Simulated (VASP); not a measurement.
Runs of VASP 6.6.1 on TaN (CsCl type). The structure is that of space group Pm-3m (No. 221), or close to it. The cells are those of the table. 

```tsv
task	cell	cutoff (eV)	gap on the mesh (eV)	pressure (GPa)
relaxation of cell and atoms	relaxed to 210 GPa from a = 2.464 Å, 2 atoms	600	none	210.0
single point	a = 2.464 Å, 2 atoms	520	none	214.6
relaxation of cell and atoms	relaxed to 210 GPa from a = 2.470 Å, 2 atoms	600	none	210.0
single point	a = 2.463 Å, 2 atoms	520	none	(a)
```

Alike in all rows: level PBE; potentials or basis VASP PAW PBE potentials, release 64 (Ta_pv, N); no spin polarisation; k mesh 16 × 16 × 16; smearing fermi-dirac 0.08 eV.

Fill in the values left out.

(a) 216.4.

Caveats: spin-orbit coupling is left out, which moves the levels of the heavy elements; the cell is relaxed towards a set pressure, so the run minimises the enthalpy, not the energy (at least some runs); the cell stands under pressure (at least some runs).

A k mesh can miss the band edges, and the runs leave out spin-orbit coupling on Ta.

A gap of «none» marks levels without a gap at the run's occupations.
